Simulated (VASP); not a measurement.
A run of VASP 6.6.1:

Contents of INCAR:

```
ALGO = Normal ; EDIFF = 1E-6
ENCUT = 520 ; GGA = CA
ISIF = 2 ; ISMEAR = 0
LASPH = T ; LCHARG = T
LELF = T ; LREAL = Auto
LVHAR = T ; LWAVE = F
NBANDS = 52 ; NELECT = 74.0
NELM = 100 ; PREC = Accurate
SIGMA = 0.02
```

Contents of KPOINTS:

```
k-points
0
Gamma
  2 2 2
```

The input POSCAR:

```
CuSi16
1.0
    0.0000000000      5.4300000000      5.4300000000
    5.4300000000      0.0000000000      5.4300000000
    5.4300000000      5.4300000000      0.0000000000
Si Cu
16 1
Direct
   -0.0099438905      0.0320708023     -0.0108736955
    0.1268565959      0.1316132729      0.1261235347
    0.0096214760     -0.0068720785      0.4987807966
    0.1268691549      0.1315341448      0.6157982648
    0.0071208777      0.5022909335      0.0063509643
    0.1142006942      0.6597070668      0.1132537019
    0.0070942837      0.5022068952      0.4846485046
    0.1407203387      0.6224869851      0.6185671658
    0.4995389501     -0.0067025947      0.0086962132
    0.6167527319      0.1313448987      0.1261195987
    0.4995571521     -0.0066349343      0.4987972322
    0.6363249693      0.0932324245      0.6354250799
    0.4856339019      0.5019863147      0.0063293022
    0.6192903705      0.6226664006      0.1397576667
    0.5122736805      0.4654952726      0.5113147904
    0.6192917676      0.6227465013      0.6186231084
    0.8140613453      0.5601325546      0.8131069413
```

Potentials or basis: VASP PAW LDA potentials, release 64 (Si, Cu).

Launch:

```bash
$ cat potpaw_LDA.64/Si/POTCAR potpaw_LDA.64/Cu/POTCAR > POTCAR
$ mpirun -np 1 vasp_std > vasp.out
```

Hardware: 1 thread of AMD EPYC 7R43 64-Core Processor (Zen 3), on a shared host.

Question: How long does it take, and how much memory?

Answer: It took 13 min on 1 thread of AMD EPYC 7R43 64-Core Processor (Zen 3) (shared host), peak memory 0.37 GiB. Counts: scf iterations 19, k points 8.
